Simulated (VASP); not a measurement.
# TiAl (Cm) in VASP: a series of runs, part 2 of 2

VASP 6.6.1. The steps go on from the part before.

## (3) Single point, PBE (the part above a cut slid along it)

INCAR reads:

```
SYSTEM = TiAl
ALGO = Fast
EDIFF = 1E-6
ENCUT = 520
GGA = PE
ISIF = 2
ISMEAR = 0
ISYM = 0
LASPH = .True.
LCHARG = .False.
LREAL = .False.
LWAVE = .False.
NBANDS = 32
NELM = 100
PREC = Accurate
SIGMA = 0.15
```

KPOINTS reads:

```
k-points
0
Gamma
  14 14 5
  0 0 0
```

POSCAR reads:

```
TiAl
1.0
    0.0000000000     -3.1860938973      0.0000000000
    0.0000000000      0.0000000000     -3.1860938973
    9.5582816920     -0.5310156496     -1.5930469486
Ti Al
3 3
Direct
    0.9861111111      0.9583333333      0.0833333333
    0.9305555556      0.7916666667      0.4166666667
    0.8750000000      0.6250000000      0.7500000000
    0.3472222222      0.0416666667      0.9166666667
    0.4583333333      0.3750000000      0.2500000000
    0.4027777778      0.2083333333      0.5833333333
```

Potentials or basis: VASP PAW PBE potentials, release 64 (Ti_sv, Al).

On the command line:

```
> cat potpaw_PBE.64/Ti_sv/POTCAR potpaw_PBE.64/Al/POTCAR > POTCAR
> mpirun -np 1 vasp_std > vasp.out
```

OUTCAR:

```text
SYSTEM = TiAl
   EDIFF = 1E-6
   ENCUT = 520
   GGA = PE
   ISIF = 2
   ISMEAR = 0
   ISYM = 0
   LASPH = .True.
   LREAL = .False.
   NELM = 100
   PREC = Accurate

 ion  position               nearest neighbor table
   1  0.986  0.958  0.083-   4 1.91   4 2.66   5 2.76   5 2.76   5 2.76   5 2.76
   2  0.931  0.792  0.417-   6 2.76   6 2.76   6 2.76   6 2.76   5 2.76   5 2.76   5 2.76   5 2.76

   3  0.875  0.625  0.750-   6 2.76   4 2.76   6 2.76   4 2.76   4 2.76   6 2.76   4 2.76   6 2.76

   4  0.347  0.042  0.917-   1 1.91   1 2.66   3 2.76   3 2.76   3 2.76   3 2.76   6 3.19
   5  0.458  0.375  0.250-   2 2.76   1 2.76   2 2.76   1 2.76   1 2.76   2 2.76   1 2.76   2 2.76
                             6 3.19
   6  0.403  0.208  0.583-   2 2.76   2 2.76   2 2.76   2 2.76   3 2.76   3 2.76   3 2.76   3 2.76
                             5 3.19   4 3.19

IMPORTANT INFORMATION: All symmetrisations will be switched off!
NOSYMM: (Re-)initialisation of all symmetry stuff for point group C_1.

----------------------------------------------------------------------------------------

                                     Primitive cell

  volume of cell :      97.0280

  direct lattice vectors                    reciprocal lattice vectors
     0.000000000 -3.186093897  0.000000000    -0.017436886 -0.313863945  0.000000000
     0.000000000  0.000000000 -3.186093897    -0.052310658  0.000000000 -0.313863945
     9.558281692 -0.531015650 -1.593046949     0.104621315  0.000000000  0.000000000

  length of vectors
     3.186093897  3.186093897  9.704665121     0.314347930  0.318193307  0.104621315

  position of ions in fractional coordinates (direct lattice)
     0.986111111  0.958333333  0.083333333
     0.930555556  0.791666667  0.416666667
     0.875000000  0.625000000  0.750000000
     0.347222222  0.041666667  0.916666667
     0.458333333  0.375000000  0.250000000
     0.402777778  0.208333333  0.583333333

  ion indices of the primitive-cell ions
   primitive index   ion index
                 1           1
                 2           2
                 3           3
                 4           4
                 5           5
                 6           6

----------------------------------------------------------------------------------------

 KPOINTS: k-points

Automatic generation of k-mesh.
 Grid dimensions read from file:
 generate k-points for:   14   14    5

 Generating k-lattice:

  Cartesian coordinates                     Fractional coordinates (reciprocal lattice)
    -0.001245492 -0.022418853  0.000000000     0.071428571  0.000000000 -0.000000000
    -0.003736476  0.000000000 -0.022418853     0.000000000  0.071428571 -0.000000000
     0.020924263  0.000000000  0.000000000     0.000000000  0.000000000  0.200000000

  Length of vectors
     0.022453424  0.022728093  0.020924263

  Shift w.r.t. Gamma in fractional coordinates (k-lattice)
     0.000000000  0.000000000  0.000000000

 -----------------------------------------------------------------------------
|                                                                             |
|           W    W    AA    RRRRR   N    N  II  N    N   GGGG   !!!           |
|           W    W   A  A   R    R  NN   N  II  NN   N  G    G  !!!           |
|           W    W  A    A  R    R  N N  N  II  N N  N  G       !!!           |
[... 28 lines left out ...]
  0.285714  0.000000 -0.000000      2.000000
  0.357143  0.000000  0.000000      2.000000
[... 16 lines left out ...]
  0.000000  0.142857 -0.000000      2.000000
  0.071429  0.142857 -0.000000      2.000000
 [... further k-points ...]
   k-points           NKPTS =    492   k-points in BZ     NKDIM =    492   number of bands    NBANDS=     32
   number of dos      NEDOS =    301   number of ions     NIONS =      6
   total plane-waves  NPLWV =  41472
   dimension x,y,z NGX =    24 NGY =   24 NGZ =   72
   dimension x,y,z NGXF=    48 NGYF=   48 NGZF=  144
   ions per type =               3   3
   NGX,Y,Z   is equivalent  to a cutoff of  12.52, 12.52, 12.33 a.u.
   NGXF,Y,Z  is equivalent  to a cutoff of  25.05, 25.05, 24.67 a.u.
 SYSTEM =  TiAl
   PREC   = accura    normal or accurate (medium, high low for compatibility)
   ISTART =      0    job   : 0-new  1-cont  2-samecut
   ICHARG =      2    charge: 1-file 2-atom 10-const
   ISPIN  =      1    spin polarized calculation?
   LNONCOLLINEAR =      F non collinear calculations
   LSORBIT =      F    spin-orbit coupling
   LASPH  =      T    aspherical Exc in radial PAW
   ENCUT  =  520.0 eV  38.22 Ry    6.18 a.u.   5.92  5.92 18.04*2*pi/ulx,y,z
   NELM   =    100;   NELMIN=  2; NELMDL= -5     # of ELM steps
   EDIFF  = 0.1E-05   stopping-criterion for ELM
   LREAL  =      F    real-space projection
   EDIFFG = 0.1E-04   stopping-criterion for IOM
   NSW    =      0    number of steps for IOM
   IBRION =     -1    ionic relax: 0-MD 1-quasi-New 2-CG
   NFREE  =      0    steps in history (QN), initial steepest desc. (CG)
   ISIF   =      2    stress and relaxation
   ISYM   =      0    0-nonsym 1-usesym 2-fastsym
   POTIM  = 0.5000    time-step for ionic-motion
   TEBEG  =    0.0;   TEEND  =   0.0 temperature during run
   PSTRESS=    0.0 pullay stress
   NELECT =      45.0000    total number of electrons
   NUPDOWN=      -1.0000    fix difference up-down
   EMIN   =  10.00;   EMAX   =-10.00  energy-range for DOS
   EFERMI =   0.00;   METHOD = LEGACY
   ISMEAR =     0;   SIGMA  =   0.15  broadening in eV -4-tet -1-fermi 0-gaus
   EFERMI_NEDOS =   21; number of points for ismear=-14 and -15
   IALGO  =     68    algorithm
   IMIX   =      4    mixing-type and parameters
     AMIX     =   0.40;   BMIX     =  1.00
     AMIX_MAG =   1.60;   BMIX_MAG =  1.00
  volume/ion in A,a.u.               =      16.17       109.13
  Fermi-wavevector in a.u.,A,eV,Ry     =   1.267204  2.394669 21.848331  1.605807
  Thomas-Fermi vector in A             =   2.400365
   LORBIT       =      0    0 simple, 1 ext, 2 COOP (PROOUT), +10 PAW based schemes
   GGA     = PE    functional components
   LHFCALC =     F    Hartree Fock is set to
   AEXX    =    0.0000 exact exchange contribution
   IVDW    =     0    specifies the selected vdW correction
   LEPSILON=     F    determine dielectric tensor
   LRPA    =     F    only Hartree local field effects (RPA)
 non-spin polarized calculation
 RMM-DIIS sequential band-by-band and
 Gauss-broadening in eV      SIGMA  =   0.15
  energy-cutoff  :      520.00
  volume of cell :       97.03
 maximum number of plane-waves:      2645
   NGX = 11   NGY = 11   NGZ = 37

 number of electron      44.9999986 magnetization

 Free energy of the ion-electron system (eV)
  ---------------------------------------------------
  ext. energy  EPLUGINS =         0.00000000
  ---------------------------------------------------
  free energy    TOTEN  =       -32.60053470 eV

  energy without entropy =      -32.53603199  energy(sigma->0) =      -32.56828335

 E-fermi :   8.4604     XC(G=0): -11.0147

 val. band max:        8.4603169064   @ k =   0.2143  -0.3571   0.4000
 cond. band min:       8.4614041924   @ k =   0.0714  -0.2857   0.4000
 fundamental gap:      0.0010872860
 Fermi energy:         8.4603865147

 k-point     1 :       0.0000    0.0000    0.0000
  band No.  band energies     occupation
      1     -48.4508      2.00000
      2     -48.4202      2.00000
      3     -48.0063      2.00000
      4     -24.7919      2.00000
      5     -24.6952      2.00000
      6     -24.6386      2.00000
[... 829 lines left out ...]
     31      11.0329      0.00000
     32      12.8264      0.00000

 [... further k-points ...]

------------------------ aborting loop because EDIFF is reached ----------------------------------------

  FORCE on cell =-STRESS in cart. coord.  units (eV):
  Direction    XX          YY          ZZ          XY          YZ          ZX
  --------------------------------------------------------------------------------------
  -------------------------------------------------------------------------------------
  Total       15.4320209      6.1978456     -2.1204160     10.5296384      0.0008179      0.0004950
  in kB      254.8217056    102.3421097    -35.0134325    173.8709677      0.0135056      0.0081742
  external PRESSURE =     107.3834609 kB  Pullay stress =       0.0000000 kB

 VOLUME and BASIS-vectors are now :
 -----------------------------------------------------------------------------
  energy-cutoff  :      520.00
  volume of cell :       97.03
      direct lattice vectors                 reciprocal lattice vectors
     0.000000000 -3.186093897  0.000000000    -0.017436886 -0.313863945  0.000000000
     0.000000000  0.000000000 -3.186093897    -0.052310658  0.000000000 -0.313863945
     9.558281692 -0.531015650 -1.593046949     0.104621315  0.000000000  0.000000000

 POSITION                                       TOTAL-FORCE (eV/Angst)
 -----------------------------------------------------------------------------------
      0.79652     -3.18609     -3.18609         8.846753      6.044483     -0.000015
      3.98262     -3.18609     -3.18609         0.150253      0.115110     -0.000106
      7.16871     -3.18609     -3.18609         0.350337     -0.289069     -0.000007
      8.76176     -1.59305     -1.59305        -9.304444     -5.850822      0.000214
      2.38957     -1.59305     -1.59305        -0.024041     -0.050642      0.000041
      5.57566     -1.59305     -1.59305        -0.018857      0.030940     -0.000128
 -----------------------------------------------------------------------------------
    total drift:                               -0.000388      0.000036      0.000005

  FREE ENERGIE OF THE ION-ELECTRON SYSTEM (eV)
  ---------------------------------------------------
  free  energy   TOTEN  =       -32.6005347017 eV

  energy  without entropy=      -32.5360319946  energy(sigma->0) =      -32.56828335
```

OSZICAR:

```text
N       E                     dE             d eps       ncg     rms          rms(c)
DAV:   1     0.501452240928E+03    0.50145E+03   -0.21006E+04 31488   0.152E+03
DAV:   2     0.216809380299E+02   -0.47977E+03   -0.46694E+03 31608   0.474E+02
DAV:   3    -0.311715032558E+02   -0.52852E+02   -0.51096E+02 52848   0.134E+02
[... 35 lines left out ...]
RMM:  39    -0.326005312516E+02   -0.19434E-05   -0.21713E-05 40960   0.157E-02    0.539E-03
RMM:  40    -0.326005326878E+02   -0.14362E-05   -0.15390E-05 32301   0.107E-02    0.598E-03
RMM:  41    -0.326005335458E+02   -0.85798E-06   -0.12505E-05 35048   0.103E-02    0.615E-03
RMM:  42    -0.326005339751E+02   -0.42932E-06   -0.10908E-05 39951   0.124E-02    0.182E-03
RMM:  43    -0.326005347017E+02   -0.72656E-06   -0.93150E-06 32563   0.913E-03
   1 F= -.32600535E+02 E0= -.32568283E+02  d E =-.645027E-01
```

stdout:

```text
POSCAR found type information on POSCAR TiAl
 POSCAR found :  2 types and       6 ions
 scaLAPACK will be used
 LDA part: xc-table for (Slater+PW92), standard interpolation
 -----------------------------------------------------------------------------
|                                                                             |
|           W    W    AA    RRRRR   N    N  II  N    N   GGGG   !!!           |
[... 107 lines left out ...]
WARNING in EDDRMM: call to ZHEGV failed, returncode =   6  3      6
WARNING in EDDRMM: call to ZHEGV failed, returncode =   6  3     13
WARNING in EDDRMM: call to ZHEGV failed, returncode =   8  4      6
WARNING in EDDRMM: call to ZHEGV failed, returncode =   8  4      6
WARNING in EDDRMM: call to ZHEGV failed, returncode =   6  3     13
WARNING in EDDRMM: call to ZHEGV failed, returncode =   8  4     13
WARNING in EDDRMM: call to ZHEGV fai
```

Run time: 88 min. Hardware: 1 thread of Oxide Virtual Turin-like, shared host; peak memory 1.1 GiB.

What came out:

| Property | Result |
| --- | --- |
| Free energy | -32.6005 eV |
| Pressure | 10.7 GPa |
| Largest force | 10.991 eV/Å |
| Band gap on the k mesh | zero (an odd number of electrons rules out a gap without spin polarisation) |

Forces in eV/Å, atoms in the order of the input:
```
Ti   8.847  6.044  0.000
Ti   0.150  0.115  0.000
Ti   0.350 -0.289  0.000
Al  -9.304 -5.851  0.000
Al  -0.024 -0.051  0.000
Al  -0.019  0.031  0.000
```

Stress tensor (GPa, compression positive):
```
25.48 17.39  0.00
17.39 10.23  0.00
 0.00  0.00 -3.50
```

Levels at points of the mesh, in eV from the Fermi level:
| k point | band 20 | band 21 | band 22 | band 23 | band 24 | band 25 |
| --- | --- | --- | --- | --- | --- | --- |
| (0.00, 0.00, 0.00) | -0.96 | -0.54 | 0.22 | 0.36 | 0.55 | 1.19 |
| (0.50, 0.00, 0.00) | -1.06 | -0.52 | -0.29 | -0.23 | 0.11 | 0.33 |
| (0.00, 0.50, 0.00) | -1.32 | -0.70 | -0.46 | -0.26 | 0.31 | 0.54 |
| (0.50, 0.50, 0.00) | -2.10 | -1.32 | -1.13 | -0.71 | 0.09 | 1.03 |

Caveat: the cell differs from its parent crystal (the part above a cut slid along it); the stress differs along the axes, from -4 to 25 GPa; forces of over 1 eV/Å act on the atoms, so gaps and moduli don't describe the material at rest.
